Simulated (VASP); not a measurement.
Crystal: MoH3.

```
CELL_PARAMETERS angstrom
4.78241 0.00000 0.00000
0.00000 4.78241 0.00000
0.00000 0.00000 3.40614
ATOMIC_POSITIONS crystal
H 0.76309 0.26309 0.00000
H 0.23691 0.73691 0.00000
H 0.26309 0.23691 0.00000
H 0.73691 0.76309 0.00000
H 0.50000 0.50000 0.50000
H 0.00000 0.00000 0.50000
Mo 0.00000 0.50000 0.50000
Mo 0.50000 0.00000 0.50000
```

- Program: VASP 6.6.1
- Task: relaxation of cell and atoms
- Functional: PBE
- Potentials or basis: VASP PAW PBE potentials, release 64 (H, Mo_sv)
- Cutoff: 600 eV
- k mesh: 4 × 4 × 6
- Occupations: gaussian, width 0.1 eV
- Spin: no spin polarisation

At the start: pressure -35.8 GPa; volume 9.74 Å³/atom.

**Question.** How do energy, volume and symmetry change on relaxing?

**Answer.** Over 10 steps the energy falls by 591.7 meV/atom and the volume is 6.15 Å³/atom (-36.9 %); space group P4/mmm (No. 123, to 0.05 Å).

Step by step:
```tsv
step	energy change (eV)	largest force (eV/Å)	pressure (GPa)	volume (Å³)
1	0.0000	0.1917	-35.75	77.90
2	-4.2707	0.0085	-19.33	55.88
3	-4.7003	0.1227	-3.28	50.18
4	-4.7088	0.1470	0.48	49.21
5	-4.7134	0.1334	0.47	49.18
6	-4.7233	0.0940	0.59	49.09
7	-4.7274	0.0186	1.19	48.89
8	-4.7300	0.0038	-1.14	49.46
9	-4.7303	0.0014	-0.63	49.32
10	-4.7333	0.0051	-0.04	49.16
```

Final structure:
```
CELL_PARAMETERS angstrom
4.07986 0.00000 0.00000
0.00000 4.07986 0.00000
0.00000 0.00000 2.95343
ATOMIC_POSITIONS crystal
H 0.74945 0.24945 0.00000
H 0.25055 0.75055 0.00000
H 0.24945 0.25055 0.00000
H 0.75055 0.74945 0.00000
H 0.50000 0.50000 0.50000
H 0.00000 0.00000 0.50000
Mo 0.00000 0.50000 0.50000
Mo 0.50000 0.00000 0.50000
```

Caveat: the volume moved by over 15 % at a fixed basis, so the end points are rough.
